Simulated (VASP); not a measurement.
A run of VASP 6.6.1 is set up as follows.

The input INCAR:

```
SYSTEM = AlOs
ALGO = Normal ; EDIFF = 1E-6
EDIFFG = -0.002 ; ENCUT = 600
GGA = PS ; IBRION = 2
ISIF = 3 ; ISMEAR = -1
LASPH = .TRUE. ; LCHARG = .FALSE.
LREAL = .FALSE. ; LWAVE = .FALSE.
NELM = 60 ; NSW = 100
PREC = Accurate ; PSTRESS = 20.0
SIGMA = 0.08
```

Contents of KPOINTS:

```
k-points
0
G
  16 16 16
  0 0 0
```

File POSCAR:

```
AlOs
1.0
    2.9933022622      0.0000000000      0.0000000000
    0.0000000000      2.9933022622      0.0000000000
    0.0000000000      0.0000000000      2.9933022622
Al Os
1 1
Direct
    0.0000000000      0.0000000000      0.0000000000
    0.5000000000      0.5000000000      0.5000000000
```

Potentials or basis: VASP PAW PBE potentials, release 64 (Al, Os).

Launch:

```console
$ cat potpaw_PBE.64/Al/POTCAR potpaw_PBE.64/Os/POTCAR > POTCAR
$ mpirun -np 1 vasp_std > vasp.out
```

Q: Predict the relaxed cell.

A: a = 2.988 Å, b = 2.988 Å, c = 2.988 Å, α = 90.00°, β = 90.00°, γ = 90.00°.

Q: What does it give for the space group after relaxing (to 0.1 Å)?

A: Pm-3m (No. 221).

Step by step:
```tsv
step	energy change (eV)	largest force (eV/Å)	pressure (GPa)	volume (Å³)
1	0.0000	0.0000	0.55	26.82
2	0.0083	0.0000	5.26	26.35
3	0.0012	0.0000	2.01	26.67
```

Caveat: the cell is relaxed towards a set pressure, so the run minimises the enthalpy, not the energy; the PAW data sets were made with another functional, which shifts forces and pressure a little.
